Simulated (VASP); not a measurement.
# Dy3Re (Fm-3m) in VASP: notebook

Runs on Dy3Re. Level: PBE. Tasks: relaxation of cell and atoms, single point.

Program: VASP 6.6.1. These are calculated values, not measurements. Logs are shortened: lines on timing, memory, paths and dates and some standing lists are left out, and cuts for length are marked.

### Step 1. The cell of the first run

The structure is cubic, space group Fm-3m (No. 225). Conventional cell: a = 7.949 Å, b = 7.949 Å, c = 7.949 Å, α = 90.00°, β = 90.00°, γ = 90.00°. Dy (site symmetry -43m) has 10 Dy at 3.44 to 3.97 Å and 4 Re at 3.44 Å within 4.5 Å. Within 4.5 Å of Dy (site symmetry m-3m) lie 8 Dy at 3.44 Å and 6 Re at 3.97 Å. Re (site symmetry m-3m) has 14 Dy at 3.44 to 3.97 Å within 4.5 Å.

The cell was built from a structure type or drawn by symmetry, and may not be a known phase.

### Step 2. Relaxation of cell and atoms, PBE

File INCAR:

```
ALGO = Normal
EDIFF = 1E-7
EDIFFG = -0.04
ENCUT = 600
GGA = PE
GGA_COMPAT = False
IBRION = 2
ISIF = 3
ISMEAR = 0
LASPH = True
LCHARG = False
LMAXMIX = 6
LREAL = False
LWAVE = False
NELM = 200
NELMIN = 4
NSW = 90
PREC = Accurate
SIGMA = 0.1
```

File KPOINTS:

```
k-points
0
Gamma
  4 4 4
```

File POSCAR:

```
Dy3Re
1.0
    0.0000000000      3.9742674500      3.9742674500
    3.9742674500      0.0000000000      3.9742674500
    3.9742674500      3.9742674500      0.0000000000
Dy Re
3 1
Direct
    0.2500000000      0.2500000000      0.2500000000
    0.7500000000      0.7500000000      0.7500000000
    0.5000000000      0.5000000000      0.5000000000
    0.0000000000      0.0000000000      0.0000000000
```

Potentials or basis: VASP PAW PBE potentials, release 64 (Dy_3, Re), 4f in core.

Command:

```sh
$ cat potpaw_PBE.64/Dy_3/POTCAR potpaw_PBE.64/Re/POTCAR > POTCAR
$ mpirun -np 1 vasp_std > vasp.out
```

OUTCAR:

```text
EDIFF = 1E-7
   EDIFFG = -0.04
   ENCUT = 600
   GGA = PE
   IBRION = 2
   ISIF = 3
   ISMEAR = 0
   LASPH = True
   LREAL = False
   NELM = 200
   NELMIN = 4
   NSW = 90
   PREC = Accurate

 ion  position               nearest neighbor table
   1  0.250  0.250  0.250-   4 3.44   4 3.44   4 3.44   3 3.44   4 3.44   3 3.44   3 3.44   3 3.44

   2  0.750  0.750  0.750-   3 3.44   3 3.44   3 3.44   3 3.44   4 3.44   4 3.44   4 3.44   4 3.44

   3  0.500  0.500  0.500-   1 3.44   1 3.44   1 3.44   1 3.44   2 3.44   2 3.44   2 3.44   2 3.44

   4  0.000  0.000  0.000-   2 3.44   2 3.44   2 3.44   1 3.44   2 3.44   1 3.44   1 3.44   1 3.44

  LATTYP: Found a face centered cubic cell.
 ALAT       =     7.9485349000

  Lattice vectors:

 A1 = (   0.0000000000,   3.9742674500,   3.9742674500)
 A2 = (   3.9742674500,   0.0000000000,   3.9742674500)
 A3 = (   3.9742674500,   3.9742674500,   0.0000000000)

Analysis of symmetry for initial positions (statically):
=====================================================================
 Subroutine PRICEL returns:
 Original cell was already a primitive cell.

 Routine SETGRP: Setting up the symmetry group for a
 face centered cubic supercell.

 Subroutine GETGRP returns: Found 48 space group operations
 (whereof 48 operations were pure point group operations)
 out of a pool of 48 trial point group operations.

The static configuration has the point symmetry O_h .

Analysis of symmetry for dynamics (positions and initial velocities):
=====================================================================
 Subroutine PRICEL returns:
 Original cell was already a primitive cell.

 Routine SETGRP: Setting up the symmetry group for a
 face centered cubic supercell.

 Subroutine GETGRP returns: Found 48 space group operations
 (whereof 48 operations were pure point group operations)
 out of a pool of 48 trial point group operations.

The dynamic configuration has the point symmetry O_h .

 Subroutine INISYM returns: Found 48 space group operations
 (whereof 48 operations are pure point group operations),
 and found     1 'primitive' translations

----------------------------------------------------------------------------------------

                                     Primitive cell

  volume of cell :     125.5455

  direct lattice vectors                    reciprocal lattice vectors
     0.000000000  3.974267450  3.974267450    -0.125809349  0.125809349  0.125809349
     3.974267450  0.000000000  3.974267450     0.125809349 -0.125809349  0.125809349
     3.974267450  3.974267450  0.000000000     0.125809349  0.125809349 -0.125809349

  length of vectors
     5.620462928  5.620462928  5.620462928     0.217908184  0.217908184  0.217908184
[... 55 lines left out ...]
   ions per type =               3   1
   NGX,Y,Z   is equivalent  to a cutoff of  14.20, 14.20, 14.20 a.u.
   NGXF,Y,Z  is equivalent  to a cutoff of  28.40, 28.40, 28.40 a.u.
 SYSTEM =  unknown system
   PREC   = accura    normal or accurate (medium, high low for compatibility)
   ISTART =      0    job   : 0-new  1-cont  2-samecut
   ICHARG =      2    charge: 1-file 2-atom 10-const
   ISPIN  =      1    spin polarized calculation?
   LNONCOLLINEAR =      F non collinear calculations
   LSORBIT =      F    spin-orbit coupling
   LASPH  =      T    aspherical Exc in radial PAW
   ENCUT  =  600.0 eV  44.10 Ry    6.64 a.u.  11.23 11.23 11.23*2*pi/ulx,y,z
   NELM   =    200;   NELMIN=  4; NELMDL= -5     # of ELM steps
   EDIFF  = 0.1E-06   stopping-criterion for ELM
   LREAL  =      F    real-space projection
   EDIFFG = -.4E-01   stopping-criterion for IOM
   NSW    =     90    number of steps for IOM
   IBRION =      2    ionic relax: 0-MD 1-quasi-New 2-CG
   NFREE  =      1    steps in history (QN), initial steepest desc. (CG)
   ISIF   =      3    stress and relaxation
   ISYM   =      2    0-nonsym 1-usesym 2-fastsym
   POTIM  = 0.5000    time-step for ionic-motion
   TEBEG  =    0.0;   TEEND  =   0.0 temperature during run
   PSTRESS=    0.0 pullay stress
   NELECT =      34.0000    total number of electrons
   NUPDOWN=      -1.0000    fix difference up-down
   EMIN   =  10.00;   EMAX   =-10.00  energy-range for DOS
   EFERMI =   0.00;   METHOD = LEGACY
   ISMEAR =     0;   SIGMA  =   0.10  broadening in eV -4-tet -1-fermi 0-gaus
   EFERMI_NEDOS =   21; number of points for ismear=-14 and -15
   IALGO  =     38    algorithm
   IMIX   =      4    mixing-type and parameters
     AMIX     =   0.40;   BMIX     =  1.00
     AMIX_MAG =   1.60;   BMIX_MAG =  1.00
  volume/ion in A,a.u.               =      31.39       211.81
  Fermi-wavevector in a.u.,A,eV,Ry     =   1.059174  2.001549 15.263695  1.121850
  Thomas-Fermi vector in A             =   2.194510
   LORBIT       =      0    0 simple, 1 ext, 2 COOP (PROOUT), +10 PAW based schemes
   GGA     = PE    functional components
   LHFCALC =     F    Hartree Fock is set to
   AEXX    =    0.0000 exact exchange contribution
   IVDW    =     0    specifies the selected vdW correction
   LEPSILON=     F    determine dielectric tensor
   LRPA    =     F    only Hartree local field effects (RPA)
 conjugate gradient relaxation of ions
 non-spin polarized calculation
 Gauss-broadening in eV      SIGMA  =   0.10
  energy-cutoff  :      600.00
  volume of cell :      125.55
 maximum number of plane-waves:      4279
 NGX is ok and might be reduce to    48
   NGX = 23   NGY = 23   NGZ = 23

--------------------------------------- Ionic step        1  -------------------------------------------

 number of electron      33.9999999 magnetization

 Free energy of the ion-electron system (eV)
  ---------------------------------------------------
  ext. energy  EPLUGINS =         0.00000000
  ---------------------------------------------------
  free energy    TOTEN  =       -23.41795848 eV

  energy without entropy =      -23.37780605  energy(sigma->0) =      -23.39788227

 E-fermi :   2.7575     XC(G=0):  -9.8641

 val. band max:        2.7077971587   @ k =   0.5000   0.0000   0.0000
 cond. band min:       2.7629308237   @ k =  -0.2500   0.5000   0.2500
 fundamental gap:      0.0551336650
 Fermi energy:         2.7574966190

 k-point     1 :       0.0000    0.0000    0.0000
  band No.  band energies     occupation
      1     -21.2076      2.00000
      2     -21.2076      2.00000
      3     -21.2076      2.00000
      4     -20.6187      2.00000
      5     -20.6187      2.00000
      6     -20.6187      2.00000
[... 256 lines left out ...]
--------------------------------------- Ionic step        3  -------------------------------------------

 number of electron      34.0000002 magnetization

 Free energy of the ion-electron system (eV)
  ---------------------------------------------------
  ext. energy  EPLUGINS =         0.00000000
  ---------------------------------------------------
  free energy    TOTEN  =       -24.81886598 eV

  energy without entropy =      -24.78426636  energy(sigma->0) =      -24.80156617

 E-fermi :   4.3683     XC(G=0): -11.0479

 val. band max:        4.3638866067   @ k =  -0.2500   0.5000   0.2500
 cond. band min:       4.3826346532   @ k =   0.5000   0.2500   0.0000
 fundamental gap:      0.0187480464
 Fermi energy:         4.3682527483

 k-point     1 :       0.0000    0.0000    0.0000
  band No.  band energies     occupation
      1     -19.2789      2.00000
      2     -19.2789      2.00000
      3     -19.2789      2.00000
      4     -18.4986      2.00000
      5     -18.4986      2.00000
      6     -18.4986      2.00000
[... 212 lines left out ...]
  FREE ENERGIE OF THE ION-ELECTRON SYSTEM (eV)
  ---------------------------------------------------
  free  energy   TOTEN  =       -24.8188659762 eV

  energy  without entropy=      -24.7842663578  energy(sigma->0) =      -24.80156617

 reached required accuracy - stopping structural energy minimisation
```

OSZICAR:

```text
N       E                     dE             d eps       ncg     rms          rms(c)
DAV:   1     0.157230626163E+03    0.15723E+03   -0.17009E+04   504   0.170E+03
DAV:   2    -0.733001493062E+01   -0.16456E+03   -0.16173E+03   504   0.513E+02
DAV:   3    -0.217230175100E+02   -0.14393E+02   -0.13550E+02   556   0.695E+01
[... 41 lines left out ...]
DAV:   8    -0.248188701105E+02   -0.16187E-04   -0.27642E-04   563   0.167E-01    0.214E-02
DAV:   9    -0.248188655147E+02    0.45959E-05   -0.24812E-05   586   0.688E-02    0.149E-02
DAV:  10    -0.248188653706E+02    0.14405E-06   -0.10347E-05   523   0.281E-02    0.288E-03
DAV:  11    -0.248188658851E+02   -0.51450E-06   -0.21002E-06   443   0.126E-02    0.209E-03
DAV:  12    -0.248188659762E+02   -0.91054E-07   -0.15096E-07   238   0.377E-03
   3 F= -.24818866E+02 E0= -.24801566E+02  d E =-.140091E+01
```

CONTCAR:

```text
Dy3Re
   1.00000000000000
     0.0000000000000000    3.6362096790349958    3.6362096790349958
     3.6362096790349958    0.0000000000000000    3.6362096790349958
     3.6362096790349958    3.6362096790349958   -0.0000000000000000
  Dy              Re
     3     1
Direct
     0.2500000000000000    0.2500000000000000    0.2500000000000000
     0.7500000000000000    0.7500000000000000    0.7500000000000000
     0.5000000000000000    0.5000000000000000    0.5000000000000000
     0.0000000000000000    0.0000000000000000    0.0000000000000000

  0.00000000E+00  0.00000000E+00  0.00000000E+00
  0.00000000E+00  0.00000000E+00  0.00000000E+00
  0.00000000E+00  0.00000000E+00  0.00000000E+00
  0.00000000E+00  0.00000000E+00  0.00000000E+00
```

It took 76 s on 1 thread of Intel Xeon 6975P-C (Granite Rapids), shared host; peak memory 0.36 GiB.

What came out:

```yaml
Free_energy: -24.8189 eV
Relaxed_volume: 24.04 Å³/atom
Relaxed_cell: a = 5.142 Å, b = 5.142 Å, c = 5.142 Å, α = 60.00°, β = 60.00°, γ = 60.00°
Space_group_after_relaxing_to_0.1_Å: Fm-3m (No. 225)
Energy_gained_by_relaxing: 350.2 meV/atom
Ionic_steps: 3
Pressure_after_relaxing: 0.0 GPa
Band_gap_on_the_k_mesh: zero (bands 17 and 18 overlap by 1.37 eV)
```

Step by step:
| step | energy change (eV) | largest force (eV/Å) | pressure (GPa) | volume (Å³) |
| --- | --- | --- | --- | --- |
| 1 | 0.0000 | 0.0000 | -12.33 | 125.55 |
| 2 | -1.1299 | 0.0000 | 9.58 | 86.57 |
| 3 | -1.4009 | 0.0000 | 0.05 | 96.16 |

Final structure:
```
Dy Re
1.0
     0.00000    3.63621    3.63621
     3.63621    0.00000    3.63621
     3.63621    3.63621    0.00000
Dy Re
3 1
Direct
  0.25000 0.25000 0.25000
  0.75000 0.75000 0.75000
  0.50000 0.50000 0.50000
  0.00000 0.00000 0.00000
```

Caveat: the electronic state changed during the relaxation; the volume moved by over 15 % at a fixed basis, so the end points are rough; spin-orbit coupling is left out, which moves the levels of the heavy elements; the 4f electrons are frozen in the core, so they carry no moment and show no levels. Spin polarisation is off, so any magnetic state and its effect on volume and gap are missing.

### Step 3. Single point, PBE, collinear spin

This run uses another cell than the first one, of 23.95 Å³/atom.

File INCAR:

```
ALGO = Normal
EDIFF = 1E-6
ENCUT = 600
GGA = PE
GGA_COMPAT = F
ISIF = 2
ISMEAR = 0
ISPIN = 2
LASPH = T
LCHARG = F
LMAXMIX = 6
LORBIT = 11
LREAL = F
LWAVE = F
MAGMOM = 0 0 0 1
NBANDS = 29
NELM = 200
PREC = Accurate
SIGMA = 0.1
```

KPOINTS is that of step 2.

File POSCAR:

```
Dy3Re
1.0
    0.0000000000      3.6318811522      3.6318811522
    3.6318811522      0.0000000000      3.6318811522
    3.6318811522      3.6318811522      0.0000000000
Dy Re
3 1
Direct
    0.2500000000      0.2500000000      0.2500000000
    0.7500000000      0.7500000000      0.7500000000
    0.5000000000      0.5000000000      0.5000000000
    0.0000000000      0.0000000000      0.0000000000
```

Potentials or basis: VASP PAW PBE potentials, release 64 (Dy_3, Re), 4f in core.

Command:

```sh
$ cat potpaw_PBE.64/Dy_3/POTCAR potpaw_PBE.64/Re/POTCAR > POTCAR
$ mpirun -np 1 vasp_std > vasp.out
```

Wall time 49 s (1 thread of Intel Xeon 6975P-C (Granite Rapids), shared host); peak memory 0.33 GiB.

It converged, with:

| Property | Result |
| --- | --- |
| Free energy | -24.8181 eV |
| Pressure | 0.3 GPa |
| Band gap on the k mesh | zero (filled and empty bands overlap) |
| Net moment | 0.00 μB per cell |
| Valence electrons inside the program's atomic spheres | Dy 8.34, 8.24 (each value once); Re 5.60 |

Levels at points of the mesh, in eV from the Fermi level:
Spin up:
```tsv
k point	band 14	band 15	band 16	band 17	band 18	band 19	band 20	band 21
(0.00, 0.00, 0.00)	-0.90	-0.90	-0.32	-0.32	-0.32	1.31	1.31	1.31
(0.50, 0.00, 0.00)	-1.23	-0.94	-0.94	-0.88	-0.88	-0.18	0.19	0.19
(0.50, 0.50, 0.00)	-1.12	-1.05	-1.05	0.36	1.12	1.12	1.62	1.62
```
Spin down:
```tsv
k point	band 14	band 15	band 16	band 17	band 18	band 19	band 20	band 21
(0.00, 0.00, 0.00)	-0.90	-0.90	-0.32	-0.32	-0.32	1.31	1.31	1.31
(0.50, 0.00, 0.00)	-1.23	-0.94	-0.94	-0.88	-0.88	-0.18	0.19	0.19
(0.50, 0.50, 0.00)	-1.12	-1.05	-1.05	0.36	1.12	1.12	1.62	1.62
```

Caveat: the k points lie up to 0.37 Å⁻¹ apart, too coarse for converged energies and pressures of a metal; the magnetic or orbital state may not be the lowest; spin-orbit coupling is left out, which moves the levels of the heavy elements; the 4f electrons are frozen in the core, so they carry no moment and show no levels.

### Step 4. Single point, PBE

This run uses another cell than the first one, of 23.95 Å³/atom.

File INCAR:

```
SYSTEM = Dy3Re
  PREC = Accurate
  ENCUT = 600
  EDIFF = 1E-6
  ISMEAR = 0
  SIGMA = 0.1
  LREAL = .False.
  LASPH = .True.
  NELM = 200
  ALGO = Normal
  ISIF = 2
  LWAVE = .False.
  LCHARG = .False.
  GGA = PE
  NBANDS = 25
  GGA_COMPAT = .False.
  LMAXMIX = 6
```

File KPOINTS:

```
Automatic mesh
0
Gamma
  12 12 12
  0 0 0
```

POSCAR is that of step 3.

Command:

```sh
$ cat potpaw_PBE.64/Dy_3/POTCAR potpaw_PBE.64/Re/POTCAR > POTCAR
$ mpirun -np 1 vasp_std > vasp.out
```

Run time: 2.3 min. Hardware: 1 thread of Intel Xeon 6975P-C (Granite Rapids), shared host; peak memory 0.38 GiB.

Results (log left out):

```yaml
Free_energy: -24.8170 eV
Pressure: 0.4 GPa
Band_gap_on_the_k_mesh: zero (bands 17 and 18 overlap by 1.66 eV)
```

Levels at points of the mesh, in eV from the Fermi level:
| k point | band 13 | band 14 | band 15 | band 16 | band 17 | band 18 | band 19 | band 20 | band 21 | band 22 |
| --- | --- | --- | --- | --- | --- | --- | --- | --- | --- | --- |
| (0.00, 0.00, 0.00) | -0.84 | -0.84 | -0.84 | -0.27 | -0.27 | -0.27 | 1.36 | 1.36 | 1.36 | 2.45 |
| (0.50, 0.00, 0.00) | -1.17 | -1.17 | -0.88 | -0.88 | -0.83 | -0.83 | -0.13 | 0.23 | 0.23 | 3.20 |
| (0.50, 0.50, 0.00) | -2.22 | -1.07 | -0.99 | -0.99 | 0.41 | 1.16 | 1.16 | 1.68 | 1.68 | 1.76 |

Caveat: spin-orbit coupling is left out, which moves the levels of the heavy elements; the 4f electrons are frozen in the core, so they carry no moment and show no levels.

### Step 5. Relaxation of cell and atoms, PBE

This run uses another cell than the first one, of 23.95 Å³/atom.

File INCAR:

```
PREC = Accurate
ENCUT = 600
EDIFF = 1E-7
ISMEAR = 0
SIGMA = 0.1
LREAL = False
LASPH = True
NELM = 200
ALGO = Normal
ISIF = 3
LWAVE = False
LCHARG = False
GGA = PE
IBRION = 2
NSW = 100
EDIFFG = -0.01
GGA_COMPAT = False
NELMIN = 4
LMAXMIX = 6
```

File KPOINTS:

```
Automatic mesh
0
Gamma
  12 12 12
```

POSCAR is that of step 4.

Command:

```sh
$ cat potpaw_PBE.64/Dy_3/POTCAR potpaw_PBE.64/Re/POTCAR > POTCAR
$ mpirun -np 1 vasp_std > vasp.out
```

Run time: 4.6 min. Hardware: 1 thread of Intel Xeon 6975P-C (Granite Rapids), shared host; peak memory 0.4 GiB.

Results (log left out):

```
Free energy                           : -24.8175 eV
Relaxed volume                        : 24.07 Å³/atom
Relaxed cell                          : a = 5.144 Å, b = 5.144 Å, c = 5.144 Å, α = 60.00°, β = 60.00°, γ = 60.00°
Space group after relaxing (to 0.1 Å) : Fm-3m (No. 225)
Energy gained by relaxing             : 0.1 meV/atom
Ionic steps                           : 3
Pressure after relaxing               : 0.0 GPa
Band gap on the k mesh                : zero (bands 17 and 18 overlap by 1.65 eV)
```

The path:
```
step  energy change (eV)  largest force (eV/Å)  pressure (GPa)  volume (Å³)
   1              0.0000                0.0000            0.37        95.81
   2             -0.0003                0.0000           -0.26        96.58
   3             -0.0005                0.0000            0.01        96.26
```

Final structure:
```
Dy Re
1.0
     0.00000    3.63758    3.63758
     3.63758    0.00000    3.63758
     3.63758    3.63758    0.00000
Dy Re
3 1
Direct
  0.25000 0.25000 0.25000
  0.75000 0.75000 0.75000
  0.50000 0.50000 0.50000
  0.00000 0.00000 0.00000
```

Levels at points of the mesh, in eV from the Fermi level:
```csv
k point,band 15,band 16,band 17,band 18,band 19,band 20
"(0.00, 0.00, 0.00)",-0.84,-0.27,-0.27,-0.27,1.35,1.35
"(0.50, 0.00, 0.00)",-0.87,-0.87,-0.82,-0.82,-0.13,0.24
"(0.50, 0.50, 0.00)",-0.98,-0.98,0.41,1.16,1.16,1.67
```

Caveat: spin-orbit coupling is left out, which moves the levels of the heavy elements; the 4f electrons are frozen in the core, so they carry no moment and show no levels. Spin polarisation is off, so any magnetic state and its effect on volume and gap are missing.

### Step 6. The runs side by side

| task | spin | cell | k mesh | gap on the mesh (eV) | pressure (GPa) | relaxed volume (Å³/atom) |
| --- | --- | --- | --- | --- | --- | --- |
| relaxation of cell and atoms | off | relaxed from a = 5.620 Å, angles 60.0°, 4 atoms | 4 × 4 × 4 | none | 0.0 | 24.04 |
| single point | collinear | a = 5.136 Å, angles 60.0°, 4 atoms | 4 × 4 × 4 | none | 0.3 | - |
| single point | off | a = 5.136 Å, angles 60.0°, 4 atoms | 12 × 12 × 12 | none | 0.4 | - |
| relaxation of cell and atoms | off | relaxed from a = 5.136 Å, angles 60.0°, 4 atoms | 12 × 12 × 12 | none | 0.0 | 24.07 |

Alike in all rows: level PBE; potentials or basis VASP PAW PBE potentials, release 64 (Dy_3, Re), 4f in core; cutoff (eV) 600; smearing gaussian 0.1 eV.

Caveats: some runs use coarse meshes; spin-orbit coupling is left out, which moves the levels of the heavy elements; the 4f electrons are frozen in the core, so they carry no moment and show no levels; the electronic state changed during the relaxation (at least some runs); the volume moved by over 15 % at a fixed basis, so the end points are rough (at least some runs); the magnetic or orbital state may not be the lowest (at least some runs).

Total energies depend on the potentials used, so only differences within one code and one set of settings carry meaning.
